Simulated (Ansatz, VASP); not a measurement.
## Sb: VASP beside Ansatz

Contents of POSCAR:

```
Sb
1.0
    2.1684666409      1.2519647989      3.7828881425
   -2.1684666409      1.2519647989      3.7828881425
    0.0000000000     -2.5039295978      3.7828881425
Sb
2
Direct
    0.7665100000      0.7665100000      0.7665100000
    0.2334900000      0.2334900000      0.2334900000
```

Contents of INCAR.step1:

```
ALGO = Normal ; EDIFF = 1E-5
ENCUT = 520 ; GGA = PE
ISIF = 2 ; ISMEAR = -1
LASPH = True ; LCHARG = False
LREAL = False ; LWAVE = True
NBANDS = 12 ; NELM = 100
PREC = Accurate ; SIGMA = 0.05
```

File INCAR.step2:

```
AEXX = 0.25 ; ALGO = Normal
EDIFF = 1E-6 ; ENCUT = 520
GGA = PE ; ISIF = 2
ISMEAR = -1 ; ISTART = 1
LASPH = True ; LCHARG = False
LHFCALC = True ; LREAL = False
LWAVE = False ; NBANDS = 12
NELM = 100 ; PREC = Accurate
PRECFOCK = Normal ; SIGMA = 0.05
```

The input KPOINTS:

```
k-points
0
Gamma
  4 4 4
```

File input:

```
crystal:
  lattice:
    - [2.1684666409, 1.2519647989, 3.7828881425]
    - [-2.1684666409, 1.2519647989, 3.7828881425]
    - [0.0, -2.5039295978, 3.7828881425]
  atoms:
    - { symbol: Sb, position: [0.76651, 0.76651, 0.76651] }
    - { symbol: Sb, position: [0.23349, 0.23349, 0.23349] }
hamiltonian:
  xc: pbe0
  pseudopotentials: { kind: paw }
kpoints:
  mp_grid: { grid: [4, 4, 4] }
scf:
  occupations: { method: fermi_dirac, width: 0.05 }
output:
  forces: true
  stress: true
  eigenvalues: true
```

Alike in both runs: task single point; functional PBE0; k mesh 4 × 4 × 4; occupations fermi-dirac, width 0.05 eV; no spin polarisation.

```csv
,VASP,Ansatz
version,VASP 6.6.1,Ansatz 0.2.0
potentials or method,"VASP PAW PBE potentials, release 64 (Sb)",Ansatz PAW
plane-wave cutoff (eV),520,420
valence electrons in the cell,10,30
```

|  | VASP | Ansatz | Ansatz less VASP |
| --- | --- | --- | --- |
| gap on the k mesh at the Fermi level (eV) | 0.95 | 0.83 | -0.118 |
| least direct gap on the mesh (eV) | 1.03 | 0.96 | -0.076 |
| pressure (GPa) | -1.5 | -0.5 | +1.07 |
| traceless stress, the component that is largest in VASP (GPa) | -0.17 | -0.25 | -0.077 |
| rms of the force components (eV/Å) | 0.322 | 0.288 | -0.0334 |

Atom by atom the forces differ by 0.033 eV/Å (rms over components). VASP's potentials hold 10 valence electrons a cell and Ansatz's 30, so a difference there can come from the potentials and not from the codes.

The k mesh is coarse, so the values compare programs but aren't converged. Spin-orbit coupling is off throughout.
